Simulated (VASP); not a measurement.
Here is a VASP 6.6.1 calculation.

Contents of INCAR:

```
ALGO = Fast
EDIFF = 1E-6
ENCUT = 520
GGA = PS
ISIF = 2
ISMEAR = 0
LASPH = True
LCHARG = True
LELF = True
LREAL = False
LVHAR = True
LWAVE = False
NBANDS = 46
NELM = 80
PREC = Accurate
SIGMA = 0.1
```

The input KPOINTS:

```
k-points
0
Gamma
  6 6 8
```

The input POSCAR:

```
Sc3Al
1.0
    6.2367231900      0.0000000000      0.0000000000
   -3.1183615950      5.4011607189      0.0000000000
    0.0000000000      0.0000000000      4.9779960475
Sc Al
6 2
Direct
    0.8281198148      0.1718801852      0.7500000000
    0.3437603704      0.1718801852      0.7500000000
    0.8281198148      0.6562396296      0.7500000000
    0.1718801852      0.8281198148      0.2500000000
    0.6562396296      0.8281198148      0.2500000000
    0.1718801852      0.3437603704      0.2500000000
    0.6666666667      0.3333333333      0.2500000000
    0.3333333333      0.6666666667      0.7500000000
```

Potentials or basis: VASP PAW PBE potentials, release 64 (Sc_sv, Al).

Launch:

```bash
$ cat potpaw_PBE.64/Sc_sv/POTCAR potpaw_PBE.64/Al/POTCAR > POTCAR
$ mpirun -np 1 vasp_std > vasp.out
```

Q: Predict the band gap on the k mesh.

A: Zero (bands 36 and 37 overlap by 0.66 eV).

Q: What does it give for the pressure?

A: 0.1 GPa.

Caveat: the PAW data sets were made with another functional, which shifts forces and pressure a little.
